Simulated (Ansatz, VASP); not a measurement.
## PbO: VASP and Ansatz over several settings

```
CELL_PARAMETERS angstrom
3.99000 0.00000 0.00000
0.00000 3.99000 0.00000
0.00000 0.00000 5.01000
ATOMIC_POSITIONS crystal
Pb 0.50000 0.00000 0.76000
Pb 0.00000 0.50000 0.24000
O 0.50000 0.50000 0.00000
O 0.00000 0.00000 0.00000
```

Single points on this cell with VASP 6.6.1 and Ansatz 0.2.0. Each row is one pair of runs. Alike in all rows: spin: off; smearing: fermi-dirac, width 0.05 eV; Ansatz's potentials, cutoff: Ansatz PAW, 420 eV.

```csv
level,k mesh,"VASP's potentials, cutoff","gap on the k mesh at the Fermi level (eV), VASP","gap on the k mesh at the Fermi level (eV), Ansatz","least direct gap on the mesh (eV), VASP","least direct gap on the mesh (eV), Ansatz","pressure (GPa), VASP","pressure (GPa), Ansatz"
BLYP,7 × 7 × 6,"VASP PAW PBE potentials, release 64 (Pb_d, O), 600 eV",1.52,1.53,2.48,2.47,7.0,6.7
SVWN5,7 × 7 × 6,"VASP PAW PBE potentials, release 64 (Pb_d, O), 600 eV",?,1.39,?,2.29,?,-3.7
PBE-based screened hybrid,4 × 4 × 3,"VASP PAW PBE potentials, release 64 (Pb_d, O), 520 eV",2.53,2.52,4.21,4.24,-4.2,-4.5
```

Question: Fill in what VASP gave in row 2.

Answer: gap on the k mesh at the Fermi level (eV): 1.39; least direct gap on the mesh (eV): 2.28; pressure (GPa): -3.6.

Spin-orbit coupling is off throughout. Noted on Ansatz's runs: odd divisions of the mesh miss points on the zone boundary, where band edges often lie, so the gap on the mesh can be too wide.
